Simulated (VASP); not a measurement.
The system is InGa5P6.

```xyz
12
Lattice="3.8305 0.0000 0.0000 0.0000 3.8305 0.0000 0.0000 0.0000 16.2515" Properties=species:S:1:pos:R:3 pbc="T T T"
In    1.9153    1.9153    8.1257
Ga    0.0000    0.0000   10.8343
Ga    0.0000    0.0000    5.4172
Ga    1.9153    1.9153    2.7086
Ga    0.0000    0.0000    0.0000
Ga    1.9153    1.9153   13.5429
P     1.9153    0.0000    6.7714
P     0.0000    1.9153    4.0629
P     1.9153    0.0000    1.3543
P     0.0000    1.9153   14.8972
P     1.9153    0.0000   12.1886
P     0.0000    1.9153    9.4800
```

- Program: VASP 6.6.1
- Task: relaxation of cell and atoms
- Functional: PBE
- Potentials or basis: VASP PAW PBE potentials, release 64 (In_d, Ga_d, P)
- Cutoff: 600 eV
- k mesh: 4 × 4 × 1
- Occupations: gaussian, width 0.1 eV
- Spin: no spin polarisation

At the start: pressure 9.0 GPa; volume 19.87 Å³/atom.

Q: How do energy, volume and symmetry change on relaxing?

A: Over 12 steps the energy falls by 83.6 meV/atom and the volume is 21.75 Å³/atom (+9.4 %); space group P-4m2 (No. 115, to 0.05 Å).

Step by step:
```tsv
step	energy change (eV)	largest force (eV/Å)	pressure (GPa)	volume (Å³)
1	0.0000	2.3025	9.00	238.45
2	-0.6496	0.5865	-4.01	279.06
3	-0.8327	0.7168	-0.67	264.73
4	-0.8970	0.4166	-0.29	262.89
5	-0.9345	0.3457	0.39	260.03
6	-0.9613	0.2770	-0.08	261.57
7	-0.9693	0.2342	-0.48	262.97
8	-0.9874	0.2039	0.18	260.54
9	-0.9888	0.1943	0.41	259.70
10	-0.9999	0.1391	-0.04	261.22
11	-1.0001	0.1368	-0.12	261.51
12	-1.0027	0.0145	0.03	260.94
```

Final structure:
```
CELL_PARAMETERS angstrom
3.95705 0.00000 0.00000
0.00000 3.95705 0.00000
0.00000 0.00000 16.66475
ATOMIC_POSITIONS crystal
In 0.50000 0.50000 0.50000
Ga 0.00000 0.00000 0.67566
Ga 0.00000 0.00000 0.32434
Ga 0.50000 0.50000 0.16205
Ga 0.00000 0.00000 0.00000
Ga 0.50000 0.50000 0.83795
P 0.50000 0.00000 0.40464
P 0.00000 0.50000 0.24317
P 0.50000 0.00000 0.08104
P 0.00000 0.50000 0.91896
P 0.50000 0.00000 0.75683
P 0.00000 0.50000 0.59536
```
